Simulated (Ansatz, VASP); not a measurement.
**One calculation of Cl3F, two programs**

```
F Cl
1.0
     0.00000    4.06332    0.05566
    -6.49804    0.00000    0.00000
     0.00000    0.11010    7.81292
F Cl
2 6
Direct
  0.90729 0.00000 0.08139
  0.09271 0.00000 0.91861
  0.36380 0.50000 0.11170
  0.41501 0.00000 0.38120
  0.86888 0.50000 0.39094
  0.63620 0.50000 0.88830
  0.58499 0.00000 0.61880
  0.13112 0.50000 0.60906
```

Alike in both runs: functional PBE; dispersion D3(BJ); k mesh 8 × 6 × 4; occupations gaussian, width 0.02 eV; no spin polarisation.

Ansatz relaxed the structure, and its values are those at the end. VASP's run is a single point on that final structure, the one shown.

|  | VASP | Ansatz |
| --- | --- | --- |
| version | VASP 6.6.1 | Ansatz 0.2.0 |
| potentials or method | VASP PAW PBE potentials, release 64 (F, Cl), cutoff 520 eV | scalar-relativistic, plane waves, PAW |
| valence electrons in the cell | 56 | 56 |

|  | VASP | Ansatz | Ansatz less VASP |
| --- | --- | --- | --- |
| gap on the k mesh at the Fermi level (eV) | 0.76 | 0.79 | +0.030 |
| least direct gap on the mesh (eV) | 0.82 | 0.85 | +0.028 |
| pressure (GPa) | -0.3 | 0.0 | +0.28 |
| rms of the force components (eV/Å) | 0.128 | 0.000 | -0.1275 |

One of these differences is far larger than is usual between the two programs; its cause wasn't traced.
